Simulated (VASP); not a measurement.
**Ru: single point with PBE**

Crystal: Ru.

```xyz
16
Lattice="5.4453 0.0000 0.0000 -2.7227 4.7158 0.0000 0.0000 0.0000 8.5740" Properties=species:S:1:pos:R:3 pbc="T T T"
Ru    0.0000    1.5719    1.0718
Ru    1.3613    0.7860    3.2153
Ru    0.0000    1.5719    5.3588
Ru    1.3613    0.7860    7.5023
Ru   -1.3613    3.9298    1.0718
Ru    0.0000    3.1439    3.2153
Ru   -1.3613    3.9298    5.3588
Ru    0.0000    3.1439    7.5023
Ru    2.7227    1.5719    1.0718
Ru    4.0840    0.7860    3.2153
Ru    2.7227    1.5719    5.3588
Ru    4.0840    0.7860    7.5023
Ru    1.3613    3.9298    1.0718
Ru    2.7227    3.1439    3.2153
Ru    1.3613    3.9298    5.3588
Ru    2.7227    3.1439    7.5023
```

```yaml
Program: VASP 6.6.1
Task: single point
Functional: PBE
Potentials_or_basis: VASP PAW PBE potentials, release 64 (Ru_pv)
Cutoff: 520 eV
k_mesh: 4 × 4 × 2
Occupations: methfessel-paxton, width 0.1 eV
Spin: no spin polarisation
Dipole_correction: no
Further_INCAR_settings: LREAL = Auto; ALGO = Normal; EDIFF = 1e-06; NBANDS = 126
```

| Property | Result |
| --- | --- |
| Pressure | -0.1 GPa |
| Band gap on the k mesh | zero (band 112 reaches 13.34 eV, above the bottom of band 113 at 12.20 eV) |

Stress tensor (GPa, compression positive):
```
-0.58  0.00  0.00
 0.00 -0.58  0.00
 0.00  0.00  0.96
```

Levels at points of the mesh, in eV from the Fermi level:
```
           k point  band 108  band 109  band 110  band 111  band 112  band 113  band 114  band 115  band 116  band 117
(0.00, 0.00, 0.00)      0.47      0.47      0.47      0.56      0.56      0.56      0.56      1.18      1.18      1.38
(0.50, 0.00, 0.00)     -1.33     -0.82     -0.82     -0.56     -0.56     -0.30     -0.30      0.14      0.14      0.55
(0.00, 0.00, 0.50)      0.79      0.79      0.79      0.79      0.79      0.79      0.79      0.79      0.79      1.16
(0.50, 0.00, 0.50)     -0.79     -0.35     -0.35     -0.35     -0.35     -0.02     -0.02     -0.02     -0.02      0.05
```

Run time: 2.9 min on 1 thread of Intel(R) Xeon(R) 6975P-C (Granite Rapids) (shared host), peak memory 0.38 GiB.

Caveat: the k points lie up to 0.37 Å⁻¹ apart.
